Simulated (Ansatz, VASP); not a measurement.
# MgO2: VASP beside Ansatz

File POSCAR:

```
MgO2
1.0
    1.5566181855      0.8987139284      3.4415691918
   -1.5566181855      0.8987139284      3.4415691918
    0.0000000000     -1.7974278569      3.4415691918
Mg O
1 2
Direct
    0.0000000000      0.0000000000      0.0000000000
    0.4287860000      0.4287860000      0.4287860000
    0.5712140000      0.5712140000      0.5712140000
```

File INCAR.step1:

```
  ALGO = Normal
  EDIFF = 1E-5
  ENCUT = 920
  GGA = PE
  GGA_COMPAT = False
  ISMEAR = 0
  LASPH = True
  LCHARG = False
  LREAL = False
  LWAVE = True
  NBANDS = 18
  NELM = 120
  PREC = Accurate
  SIGMA = 0.05
```

File INCAR.step2:

```
  ALGO = Normal
  EDIFF = 1E-6
  ENCUT = 920
  GGA_COMPAT = False
  ISIF = 2
  ISMEAR = 0
  ISTART = 1
  LASPH = True
  LCHARG = False
  LMIXTAU = True
  LREAL = False
  LWAVE = False
  METAGGA = R2SCAN
  NBANDS = 18
  NELM = 120
  PREC = Accurate
  SIGMA = 0.05
```

The input KPOINTS:

```
k-points
0
Gamma
  12 12 12
```

Input for Ansatz:

```yaml
crystal:
  lattice:
    - [1.5566181855, 0.8987139284, 3.4415691918]
    - [-1.5566181855, 0.8987139284, 3.4415691918]
    - [0.0, -1.7974278569, 3.4415691918]
  atoms:
    - { symbol: Mg, position: [0.0, 0.0, 0.0] }
    - { symbol: O, position: [0.428786, 0.428786, 0.428786] }
    - { symbol: O, position: [0.571214, 0.571214, 0.571214] }
basis:
  ecutwfc: 500
kpoints:
  mp_grid: { grid: [12, 12, 12] }
hamiltonian:
  xc: r2scan
scf:
  occupations: { method: gaussian, width: 0.05 }
output:
  forces: true
  stress: true
  eigenvalues: true
```

Change from the starting cell: strain -0.030 along x and y, -0.015 along z, atoms carried along.

Alike in both runs: task single point; functional r2SCAN; k mesh 12 × 12 × 12; occupations gaussian, width 0.05 eV; no spin polarisation.

|  | VASP | Ansatz |
| --- | --- | --- |
| version | VASP 6.6.1 | Ansatz 0.2.0 |
| potentials or method | VASP PAW PBE potentials, release 64 (Mg_sv, O), cutoff 920 eV | scalar-relativistic, plane waves, PAW |
| valence electrons in the cell | 22 | 22 |

VASP gave:

| Item | Value |
| --- | --- |
| gap on the k mesh at the Fermi level (eV) | 3.17 |
| least direct gap on the mesh (eV) | 3.17 |
| pressure (GPa) | 5.5 |
| traceless stress, the component that is largest in VASP (GPa) | -0.14 |
| rms of the force components (eV/Å) | 0.013 |

Q: What did Ansatz give for the same quantities?

A: gap on the k mesh at the Fermi level (eV): 3.19; least direct gap on the mesh (eV): 3.19; pressure (GPa): 4.6; traceless stress, the component that is largest in VASP (GPa): -1.34; rms of the force components (eV/Å): 0.108.

VASP's potentials were made for PBE, not for r2SCAN. Atom by atom the forces differ by 0.095 eV/Å (rms over components). With one functional, cell and mesh, what is left measures potentials, basis and numerics.
